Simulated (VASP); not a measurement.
# ZnS (R3m) in VASP: further runs

ZnS is run at these levels: LDA; tasks: relaxation of the atoms.

Program: VASP 6.6.1. These are calculated values, not measurements. Logs are shortened: lines on timing, memory, paths and dates and some standing lists are left out, and cuts for length are marked.

### Step 1. The cell of the first run

It takes space group R3m (No. 160, trigonal). Conventional cell: a = 3.755 Å, b = 3.755 Å, c = 9.129 Å, α = 90.00°, β = 90.00°, γ = 120.00°. Within 3.0 Å of Zn (site symmetry 3m) lie 4 S at 2.28 to 2.30 Å. Within 3.0 Å of S (site symmetry 3m) lie 4 Zn at 2.28 to 2.30 Å.

### Step 2. Relaxation of the atoms, LDA (equal xy, yz and zx engineering shears of -0.5 %)

File INCAR:

```
SYSTEM = ZnS
PREC = Accurate
ENCUT = 520
EDIFF = 1E-6
ISMEAR = 0
SIGMA = 0.01
LREAL = .False.
LASPH = .True.
NELM = 60
ALGO = Normal
ISIF = 2
LWAVE = .False.
LCHARG = .False.
IBRION = 2
NSW = 50
EDIFFG = -0.002
```

File KPOINTS:

```
Automatic mesh
0
Gamma
  8 8 8
  0 0 0
```

File POSCAR:

```
ZnS
1.0
   -0.0132423456      2.6418479536      2.6418479536
    2.6418479536     -0.0132423456      2.6418479536
    2.6418479536      2.6418479536     -0.0132423456
Zn S
1 1
Direct
    0.7500000000      0.7500000000      0.7500000000
    0.0000000000      0.0000000000      0.0000000000
```

Potentials or basis: VASP PAW LDA potentials, release 64 (Zn, S).

On the command line:

```bash
cat potpaw_LDA.64/Zn/POTCAR potpaw_LDA.64/S/POTCAR > POTCAR
mpirun -np 1 vasp_std > vasp.out
```

OUTCAR:

```text
SYSTEM = ZnS
   PREC = Accurate
   ENCUT = 520
   EDIFF = 1E-6
   ISMEAR = 0
   LREAL = .False.
   LASPH = .True.
   NELM = 60
   ISIF = 2
   IBRION = 2
   NSW = 50
   EDIFFG = -0.002

 ion  position               nearest neighbor table
   1  0.750  0.750  0.750-   2 2.28   2 2.30   2 2.30   2 2.30
   2  0.000  0.000  0.000-   1 2.28   1 2.30   1 2.30   1 2.30

  LATTYP: Found a trigonal (rhomboedric) cell.
 ALAT       =     3.7361606737
 COS(alpha) =     0.4949812504

  Lattice vectors:

 A1 = (  -0.0132423456,   2.6418479536,   2.6418479536)
 A2 = (   2.6418479536,  -0.0132423456,   2.6418479536)
 A3 = (   2.6418479536,   2.6418479536,  -0.0132423456)

Analysis of symmetry for initial positions (statically):
=====================================================================
 Subroutine PRICEL returns:
 Original cell was already a primitive cell.

 Routine SETGRP: Setting up the symmetry group for a
 trigonal (rhombohedral) supercell.

 Subroutine GETGRP returns: Found  6 space group operations
 (whereof  6 operations were pure point group operations)
 out of a pool of 12 trial point group operations.

The static configuration has the point symmetry C_3v.

Analysis of symmetry for dynamics (positions and initial velocities):
=====================================================================
 Subroutine PRICEL returns:
 Original cell was already a primitive cell.

 Routine SETGRP: Setting up the symmetry group for a
 trigonal (rhombohedral) supercell.

 Subroutine GETGRP returns: Found  6 space group operations
 (whereof  6 operations were pure point group operations)
 out of a pool of 12 trial point group operations.

The dynamic configuration has the point symmetry C_3v.

 Subroutine INISYM returns: Found  6 space group operations
 (whereof  6 operations are pure point group operations),
 and found     1 'primitive' translations

----------------------------------------------------------------------------------------

                                     Primitive cell

  volume of cell :      37.1541

  direct lattice vectors                    reciprocal lattice vectors
    -0.013242346  2.641847954  2.641847954    -0.187844353  0.188790672  0.188790672
     2.641847954 -0.013242346  2.641847954     0.188790672 -0.187844353  0.188790672
     2.641847954  2.641847954 -0.013242346     0.188790672  0.188790672 -0.187844353

  length of vectors
     3.736160674  3.736160674  3.736160674     0.326449592  0.326449592  0.326449592

  position of ions in fractional coordinates (direct lattice)
     0.750000000  0.750000000  0.750000000
     0.000000000  0.000000000  0.000000000

  ion indices of the primitive-cell ions
   primitive index   ion index
                 1           1
                 2           2

----------------------------------------------------------------------------------------

 KPOINTS: Automatic mesh

Automatic generation of k-mesh.
 Grid dimensions read from file:
 generate k-points for:    8    8    8

 Generating k-lattice:

  Cartesian coordinates                     Fractional coordinates (reciprocal lattice)
    -0.023480544  0.023598834  0.023598834     0.125000000  0.000000000  0.000000000
     0.023598834 -0.023480544  0.023598834     0.000000000  0.125000000  0.000000000
     0.023598834  0.023598834 -0.023480544     0.000000000  0.000000000  0.125000000

  Length of vectors
     0.040806199  0.040806199  0.040806199

  Shift w.r.t. Gamma in fractional coordinates (k-lattice)
     0.000000000  0.000000000  0.000000000

 Subroutine IBZKPT returns following result:
 ===========================================

 Found     65 irreducible k-points:

 Following reciprocal coordinates:
            Coordinates               Weight
  0.000000  0.000000  0.000000      1.000000
  0.125000  0.000000 -0.000000      6.000000
  0.250000  0.000000 -0.000000      6.000000
  0.375000 -0.000000 -0.000000      6.000000
  0.500000  0.000000 -0.000000      3.000000
  0.125000  0.125000  0.000000      6.000000
[... 16 lines left out ...]
  0.250000  0.125000  0.125000      6.000000
  0.375000  0.125000  0.125000      6.000000
 [... further k-points ...]
   k-points           NKPTS =     65   k-points in BZ     NKDIM =     65   number of bands    NBANDS=     13
   number of dos      NEDOS =    301   number of ions     NIONS =      2
   total plane-waves  NPLWV =  21952
   dimension x,y,z NGX =    28 NGY =   28 NGZ =   28
   dimension x,y,z NGXF=    56 NGYF=   56 NGZF=   56
   ions per type =               1   1
   NGX,Y,Z   is equivalent  to a cutoff of  12.46, 12.46, 12.46 a.u.
   NGXF,Y,Z  is equivalent  to a cutoff of  24.92, 24.92, 24.92 a.u.
 SYSTEM =  ZnS
   PREC   = accura    normal or accurate (medium, high low for compatibility)
   ISTART =      0    job   : 0-new  1-cont  2-samecut
   ICHARG =      2    charge: 1-file 2-atom 10-const
   ISPIN  =      1    spin polarized calculation?
   LNONCOLLINEAR =      F non collinear calculations
   LSORBIT =      F    spin-orbit coupling
   LASPH  =      T    aspherical Exc in radial PAW
   ENCUT  =  520.0 eV  38.22 Ry    6.18 a.u.   6.95  6.95  6.95*2*pi/ulx,y,z
   NELM   =     60;   NELMIN=  2; NELMDL= -5     # of ELM steps
   EDIFF  = 0.1E-05   stopping-criterion for ELM
   LREAL  =      F    real-space projection
   EDIFFG = -.2E-02   stopping-criterion for IOM
   NSW    =     50    number of steps for IOM
   IBRION =      2    ionic relax: 0-MD 1-quasi-New 2-CG
   NFREE  =      1    steps in history (QN), initial steepest desc. (CG)
   ISIF   =      2    stress and relaxation
   ISYM   =      2    0-nonsym 1-usesym 2-fastsym
   POTIM  = 0.5000    time-step for ionic-motion
   TEBEG  =    0.0;   TEEND  =   0.0 temperature during run
   PSTRESS=    0.0 pullay stress
   NELECT =      18.0000    total number of electrons
   NUPDOWN=      -1.0000    fix difference up-down
   EMIN   =  10.00;   EMAX   =-10.00  energy-range for DOS
   EFERMI =   0.00;   METHOD = LEGACY
   ISMEAR =     0;   SIGMA  =   0.01  broadening in eV -4-tet -1-fermi 0-gaus
   EFERMI_NEDOS =   21; number of points for ismear=-14 and -15
   IALGO  =     38    algorithm
   IMIX   =      4    mixing-type and parameters
     AMIX     =   0.40;   BMIX     =  1.00
     AMIX_MAG =   1.60;   BMIX_MAG =  1.00
  volume/ion in A,a.u.               =      18.58       125.36
  Fermi-wavevector in a.u.,A,eV,Ry     =   1.285771  2.429754 22.493232  1.653206
  Thomas-Fermi vector in A             =   2.417885
   LORBIT       =      0    0 simple, 1 ext, 2 COOP (PROOUT), +10 PAW based schemes
   GGA     = CA    functional components
   LHFCALC =     F    Hartree Fock is set to
   AEXX    =    0.0000 exact exchange contribution
   IVDW    =     0    specifies the selected vdW correction
   LEPSILON=     F    determine dielectric tensor
   LRPA    =     F    only Hartree local field effects (RPA)
 conjugate gradient relaxation of ions
 non-spin polarized calculation
 Gauss-broadening in eV      SIGMA  =   0.01
  energy-cutoff  :      520.00
  volume of cell :       37.15
 maximum number of plane-waves:      1010
   NGX = 13   NGY = 13   NGZ = 13

--------------------------------------- Ionic step        1  -------------------------------------------

 number of electron      18.0000014 magnetization

 Free energy of the ion-electron system (eV)
  ---------------------------------------------------
  ext. energy  EPLUGINS =         0.00000000
  ---------------------------------------------------
  free energy    TOTEN  =        -8.20680564 eV

  energy without entropy =       -8.20680564  energy(sigma->0) =       -8.20680564

------------------------ aborting loop because EDIFF is reached ----------------------------------------

  FORCE on cell =-STRESS in cart. coord.  units (eV):
  Direction    XX          YY          ZZ          XY          YZ          ZX
  --------------------------------------------------------------------------------------
  -------------------------------------------------------------------------------------
  Total        0.0640557      0.0640557      0.0640557      0.0959622      0.0959622      0.0959622
  in kB        2.7622404      2.7622404      2.7622404      4.1381296      4.1381296      4.1381296
  external PRESSURE =       2.7622404 kB  Pullay stress =       0.0000000 kB
[... 57 lines left out ...]
  energy  without entropy=       -8.2070428685  energy(sigma->0) =       -8.20704287

--------------------------------------- Ionic step        3  -------------------------------------------

 number of electron      18.0000013 magnetization

 Free energy of the ion-electron system (eV)
  ---------------------------------------------------
  ext. energy  EPLUGINS =         0.00000000
  ---------------------------------------------------
  free energy    TOTEN  =        -8.20707159 eV

  energy without entropy =       -8.20707159  energy(sigma->0) =       -8.20707159

 E-fermi :   2.6044     XC(G=0): -10.3161

 val. band max:        2.5413158636   @ k =   0.0000   0.0000   0.0000
 cond. band min:       4.6715809954   @ k =   0.0000   0.0000   0.0000
 fundamental gap:      2.1302651318
 Fermi energy:         2.6044334714

 k-point     1 :       0.0000    0.0000    0.0000
  band No.  band energies     occupation
      1     -11.0339      2.00000
      2      -4.2456      2.00000
      3      -4.2456      2.00000
      4      -4.2389      2.00000
      5      -3.6904      2.00000
      6      -3.6904      2.00000
      7       2.4988      2.00000
      8       2.4988      2.00000
      9       2.5413      2.00000
     10       4.6716      0.00000
     11       8.6874      0.00000
     12       8.6874      0.00000
     13       8.7934      0.00000
[... 353 lines left out ...]
 k-point    24 :       0.3750    0.1250    0.1250
  band No.  band energies     occupation
      1     -10.3240      2.00000
      2      -4.1666      2.00000
      3      -4.1359      2.00000
      4      -4.1206      2.00000
      5      -3.7109      2.00000
      6      -3.6535      2.00000
      7      -1.1220      2.00000
      8       0.9459      2.00000
      9       1.9154      2.00000
     10       6.7068      0.00000
     11       9.0855      0.00000
     12       9.5857      0.00000
     13       9.6392      0.00000

 [... further k-points ...]

------------------------ aborting loop because EDIFF is reached ----------------------------------------

  FORCE on cell =-STRESS in cart. coord.  units (eV):
  Direction    XX          YY          ZZ          XY          YZ          ZX
  --------------------------------------------------------------------------------------
  -------------------------------------------------------------------------------------
  Total        0.0575800      0.0575800      0.0575800      0.0615201      0.0615201      0.0615201
  in kB        2.4829960      2.4829960      2.4829960      2.6529000      2.6529000      2.6529000
  external PRESSURE =       2.4829960 kB  Pullay stress =       0.0000000 kB
[... 17 lines left out ...]
  FREE ENERGIE OF THE ION-ELECTRON SYSTEM (eV)
  ---------------------------------------------------
  free  energy   TOTEN  =        -8.2070715946 eV

  energy  without entropy=       -8.2070715946  energy(sigma->0) =       -8.20707159

 reached required accuracy - stopping structural energy minimisation
```

It used 31 s of CPU time on 1 thread of AMD EPYC 7R13 Processor (Zen 3), with other jobs on the host.

Results:

| Item | Value |
| --- | --- |
| Free energy | -8.2071 eV |
| Energy gained by relaxing | 0.1 meV/atom |
| Ionic steps | 3 |
| Pressure after relaxing | 0.2 GPa |
| Band gap on the k mesh | 2.13 eV, direct |

Stress tensor (GPa, compression positive):
```
0.25 0.27 0.27
0.27 0.25 0.27
0.27 0.27 0.25
```

The path:
```
step  energy change (eV)  largest force (eV/Å)  pressure (GPa)
   1              0.0000                0.0610            0.28
   2             -0.0002                0.0196            0.25
   3             -0.0003                0.0007            0.25
```

Final structure:
```
Zn S
1.0
    -0.01324    2.64185    2.64185
     2.64185   -0.01324    2.64185
     2.64185    2.64185   -0.01324
Zn S
1 1
Direct
  0.74952 0.74952 0.74952
  0.00048 0.00048 0.00048
```

Caveat: the cell differs from its parent crystal (equal xy, yz and zx engineering shears of -0.5 %).

### Step 3. Relaxation of the atoms, LDA (equal xy, yz and zx engineering shears of +0.5 %)

File INCAR:

```
PREC = Accurate ; ENCUT = 520
EDIFF = 1E-6 ; ISMEAR = 0
SIGMA = 0.01 ; LREAL = F
LASPH = T ; NELM = 100
ALGO = Normal ; ISIF = 2
LWAVE = F ; LCHARG = F
GGA = CA ; IBRION = 2
NSW = 50 ; EDIFFG = -0.002
```

File KPOINTS:

```
Automatic mesh
0
Gamma
  8 8 8
```

File POSCAR:

```
ZnS
1.0
    0.0132423456      2.6550902992      2.6550902992
    2.6550902992      0.0132423456      2.6550902992
    2.6550902992      2.6550902992      0.0132423456
Zn S
1 1
Direct
    0.7500000000      0.7500000000      0.7500000000
    0.0000000000      0.0000000000      0.0000000000
```

Potentials or basis: VASP PAW LDA potentials, release 64 (Zn, S).

On the command line:

```bash
cat potpaw_LDA.64/Zn/POTCAR potpaw_LDA.64/S/POTCAR > POTCAR
mpirun -np 1 vasp_std > vasp.out
```

It used 33 s of CPU time on 1 thread of AMD EPYC 7R13 Processor (Zen 3) (shared host).

Results (log left out):

- Free energy: -8.2071 eV
- Energy gained by relaxing: 0.1 meV/atom
- Ionic steps: 3
- Pressure after relaxing: 0.2 GPa
- Band gap on the k mesh: 2.14 eV, direct

Stress tensor (GPa, compression positive):
```
 0.25 -0.27 -0.27
-0.27  0.25 -0.27
-0.27 -0.27  0.25
```

Step by step:
```tsv
step	energy change (eV)	largest force (eV/Å)	pressure (GPa)
1	0.0000	0.0575	0.28
2	-0.0002	0.0208	0.25
3	-0.0003	0.0000	0.25
```

Final structure:
```yaml
crystal:
  lattice:
    - [0.01324, 2.65509, 2.65509]
    - [2.65509, 0.01324, 2.65509]
    - [2.65509, 2.65509, 0.01324]
  atoms:
    - { symbol: Zn, position: [0.75047, 0.75047, 0.75047] }
    - { symbol: S, position: [0.99953, 0.99953, 0.99953] }
```

Levels at points of the mesh, in eV from the valence-band top:
```tsv
k point	band 6	band 7	band 8	band 9	band 10	band 11	band 12	band 13
(0.00, 0.00, 0.00)	-6.22	-0.04	0.00	0.00	2.14	6.13	6.23	6.23
(0.50, 0.00, 0.00)	-5.99	-5.79	-1.01	-0.97	3.20	6.71	6.74	8.83
(0.50, 0.50, 0.00)	-5.97	-4.92	-2.52	-2.46	3.04	3.87	11.14	12.18
(0.50, 0.50, 0.50)	-6.01	-5.81	-0.95	-0.95	3.28	6.79	6.79	8.82
```

Caveat: the cell differs from its parent crystal (equal xy, yz and zx engineering shears of +0.5 %).
